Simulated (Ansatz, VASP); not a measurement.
CoSi: VASP beside Ansatz

```
Co Si
1.0
     0.00000    2.33122    2.33122
     2.33122    0.00000    2.33122
     2.33122    2.33122    0.00000
Co Si
1 1
Cartesian
  0.0000 0.0000 0.0000
  2.3312 2.3312 2.3312
```

Alike in both runs: functional PBE; k mesh 20 × 20 × 20; occupations gaussian, width 0.1 eV; no spin polarisation.

Ansatz relaxed the structure, and its values are those at the end. VASP's run is a single point on that final structure, the one shown.

|  | VASP | Ansatz |
| --- | --- | --- |
| version | VASP 6.6.1 | Ansatz 0.2.0 |
| potentials or method | VASP PAW PBE potentials, release 64 (Co, Si), cutoff 520 eV | scalar-relativistic, plane waves, PAW |
| valence electrons in the cell | 13 | 21 |

|  | VASP | Ansatz | Ansatz less VASP |
| --- | --- | --- | --- |
| gap on the k mesh at the Fermi level (eV) | none | none | - |
| pressure (GPa) | 0.0 | 0.0 | +0.03 |

A gap of «none» marks a metal or a gap that the smearing closes. VASP's potentials hold 13 valence electrons a cell and Ansatz's 21, so a difference there can come from the potentials and not from the codes.
